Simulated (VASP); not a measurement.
Here is a VASP 6.6.1 calculation.

The input INCAR:

```
SYSTEM = MoS2
  ALGO = Normal
  EDIFF = 1E-6
  ENCUT = 520
  GGA = PE
  ISIF = 2
  ISMEAR = 0
  IVDW = 12
  LASPH = .TRUE.
  LCHARG = .FALSE.
  LREAL = .FALSE.
  LWAVE = .FALSE.
  NBANDS = 35
  NELM = 80
  PREC = Accurate
  SIGMA = 0.02
```

The input KPOINTS:

```
k-points
0
G
  12 12 4
  0 0 0
```

The input POSCAR:

```
MoS2
1.0
    3.1177930668      0.0000000000      0.0000000000
   -1.5588965334      2.7000879996      0.0000000000
    0.0000000000      0.0000000000     12.1297777811
Mo S
2 4
Direct
    0.6666666667      0.3333333333      0.2499464811
    0.3333333333      0.6666666667      0.7500535189
    0.3333333333      0.6666666667      0.3799327694
    0.6666666667      0.3333333333      0.8800389041
    0.3333333333      0.6666666667      0.1199610959
    0.6666666667      0.3333333333      0.6200672306
```

Potentials or basis: VASP PAW PBE potentials, release 64 (Mo_sv, S).

Command:

```console
$ cat potpaw_PBE.64/Mo_sv/POTCAR potpaw_PBE.64/S/POTCAR > POTCAR
$ mpirun -np 1 vasp_std > vasp.out
```

(1) What does it give for the band gap on the k mesh?

(2) What does it give for the pressure?

Answers

(1) 0.83 eV (least direct gap 1.82 eV).

(2) 1.8 GPa.
